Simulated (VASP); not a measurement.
A run of VASP 6.6.1 is set up as follows.

The input INCAR:

```
SYSTEM = Pt
ALGO     = Fast           ! electronic algorithm
EDIFF    = 1E-6           ! SCF threshold, eV
ENCUT    = 520            ! plane-wave cutoff, eV
ISIF     = 2              ! what is computed and relaxed
ISMEAR   = 0              ! smearing method
LASPH    = .True.         ! aspherical terms in the spheres
LCHARG   = .False.        ! write CHGCAR
LREAL    = .False.        ! projectors in reciprocal space
LWAVE    = .False.        ! write WAVECAR
NBANDS   = 11             ! bands
NELM     = 60             ! most SCF steps
PREC     = Accurate       ! precision mode
SIGMA    = 0.15           ! smearing width, eV
```

The input KPOINTS:

```
k-points
0
Gamma
  20 20 20
  0 0 0
```

POSCAR

```
Pt
1.0
    0.0000000000      1.9468328700      1.8446241443
    2.1074465818      0.0000000000      1.8446241443
    2.1074465818      1.9468328700      0.0000000000
Pt
1
Direct
    0.0000000000      0.0000000000      0.0000000000
```

Potentials or basis: VASP PAW LDA potentials, release 64 (Pt).

Command:

```bash
$ cat potpaw_LDA.64/Pt/POTCAR > POTCAR
$ mpirun -np 1 vasp_std > vasp.out
```

Question: Predict the pressure.

Answer: -4.9 GPa.

Question: Predict the band gap on the k mesh.

Answer: Zero (bands 5 and 6 overlap by 2.78 eV).

Stress tensor (GPa, compression positive):
```
-13.37   0.00   0.00
  0.00  -1.25   0.00
  0.00   0.00   0.00
```

Caveat: the cell differs from its parent crystal (normal strain along x +0.0825, normal strain along z -0.0525); the stress differs along the axes, from -13 to 0 GPa; spin-orbit coupling is left out, which moves the levels of the heavy elements.
